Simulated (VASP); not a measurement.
Wanted: the native input for a VASP 6.6.1 run.

| Item | Value |
| --- | --- |
| Task | single point |
| Functional | PBEsol |
| Potentials or basis | VASP PAW PBE potentials, release 64 (Ba_sv, Ti_sv, O) |
| Cutoff | 520 eV |
| k mesh | 8 × 8 × 8 |
| Occupations | fermi-dirac, width 0.05 eV |
| Spin | no spin polarisation |
| Dipole correction | no |
| Further INCAR settings | ALGO = Normal; EDIFF = 1e-07; NBANDS = 28 |

The structure of BaTiO3 lies in POSCAR:

```
BaTiO3
1.0
    3.8645770000      0.0000000000      0.0000000000
    0.0000000000      2.7519385000      2.8458000000
    0.0000000000     -2.7519385000      2.8458000000
Ba Ti O
1 1 3
Direct
    0.0000000000      0.0000000000      0.0000000000
    0.5000000000      0.5079000000      0.5079000000
    0.0000000000      0.4921000000      0.4921000000
    0.5000000000      0.5025100000      0.9937100000
    0.5000000000      0.9937100000      0.5025100000
```

This cell differs from its parent crystal: equal xx and yy strain of -3 %.

One way to write it, as run:

INCAR

```
SYSTEM = BaTiO3
PREC = Accurate
ENCUT = 520
EDIFF = 1E-7
ISMEAR = -1
SIGMA = 0.05
LREAL = .FALSE.
LASPH = .TRUE.
NELM = 100
ALGO = Normal
ISIF = 2
LWAVE = .FALSE.
LCHARG = .FALSE.
GGA = PS
NBANDS = 28
```

KPOINTS

```
regular mesh
0
G
  8 8 8
  0 0 0
```

Potentials or basis: VASP PAW PBE potentials, release 64 (Ba_sv, Ti_sv, O).

Run with:

```sh
$ cat potpaw_PBE.64/Ba_sv/POTCAR potpaw_PBE.64/Ti_sv/POTCAR potpaw_PBE.64/O/POTCAR > POTCAR
$ mpirun -np 1 vasp_std > vasp.out
```

It gave:

```yaml
Pressure: 9.3 GPa
Largest_force: 0.165 eV/Å
Band_gap_on_the_k_mesh: 1.76 eV, indirect (least direct gap 1.83 eV)
```

Caveat: the cell differs from its parent crystal (equal xx and yy strain of -3 %); the PAW data sets were made with another functional, which shifts forces and pressure a little; spin-orbit coupling is left out, which moves the levels of the heavy elements.

It took 6.5 min on 1 thread of AMD EPYC 7R43 64-Core Processor (Zen 3) (shared host), peak memory 0.26 GiB.
